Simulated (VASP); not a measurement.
AlN, 8 atoms in the cell. It takes space group P6_3mc (No. 186, hexagonal). The conventional cell has a = 3.313 Å, b = 3.313 Å, c = 4.188 Å, α = 90.00°, β = 90.00°, γ = 120.00°. Al (site symmetry 3m) has 4 N at 1.72 to 1.95 Å within 2.3 Å. N (site symmetry 3m) has 4 Al at 1.72 to 1.95 Å within 2.3 Å.  This cell differs from its parent crystal: mode 4 frozen in at +0.000 Å and mode 5 at -0.248 Å (largest displacements).

| Quantity | Value |
| --- | --- |
| Program | VASP 6.6.1 |
| Task | single point |
| Functional | PBE |
| Potentials or basis | VASP PAW PBE potentials, release 64 (Al, N) |
| Cutoff | 520 eV |
| k mesh | 8 × 6 × 4 |
| Occupations | gaussian, width 0.05 eV |
| Spin | no spin polarisation |
| Dipole correction | no |
| Further INCAR settings | ALGO = Normal; EDIFF = 1e-06; NBANDS = 26 |

Potentials or basis: VASP PAW PBE potentials, release 64 (Al, N).

Launch:

```bash
$ cat potpaw_PBE.64/Al/POTCAR potpaw_PBE.64/N/POTCAR > POTCAR
$ mpirun -np 1 vasp_std > vasp.out
```

Hardware: 1 thread of Intel Xeon 8259CL (shared host).

Q: How long does it take, and how much memory?

A: Run time: 3 min on 1 thread of Intel Xeon 8259CL, on a shared host, peak memory 0.25 GiB. Counts: scf iterations 14, k points 60.
